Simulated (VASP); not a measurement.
Set up this calculation in VASP 6.6.1, as the native input.

```
Task                   : single point
Functional             : PBE
Potentials or basis    : VASP PAW PBE potentials, release 64 (Zn, Se)
Cutoff                 : 500 eV
k mesh                 : 8 × 8 × 8
Occupations            : gaussian, width 0.02 eV
Spin                   : no spin polarisation
Dipole correction      : no
Further INCAR settings : ALGO = Normal; EDIFF = 1e-06; NBANDS = 16
```

The structure of ZnSe (Stilleite) lies in POSCAR:

```
ZnSe
1.0
    0.0000000000      2.9221289774      2.9221289774
    2.9221289774      0.0000000000      2.9221289774
    2.9221289774      2.9221289774      0.0000000000
Zn Se
1 1
Direct
    0.0000000000      0.0000000000      0.0000000000
    0.2500000000      0.2500000000      0.2500000000
```

This cell differs from its parent crystal: volume scaled by 1.06.

These files were run (other wordings do the same):

INCAR

```
PREC = Accurate
ENCUT = 500
EDIFF = 1E-6
ISMEAR = 0
SIGMA = 0.02
LREAL = False
LASPH = True
NELM = 120
ALGO = Normal
ISIF = 2
LWAVE = False
LCHARG = False
GGA = PE
NBANDS = 16
GGA_COMPAT = False
```

KPOINTS

```
regular mesh
0
Gamma
  8 8 8
```

Potentials or basis: VASP PAW PBE potentials, release 64 (Zn, Se).

The run is started by

```sh
$ cat potpaw_PBE.64/Zn/POTCAR potpaw_PBE.64/Se/POTCAR > POTCAR
$ mpirun -np 1 vasp_std > vasp.out
```

It gave:

```json
{
 "Pressure": "-2.7 GPa",
 "Band gap on the k mesh": "0.93 eV, direct"
}
```

Wall time 22 s on 1 thread of Intel Xeon 6975P-C, with other jobs on the host, peak memory 0.18 GiB.
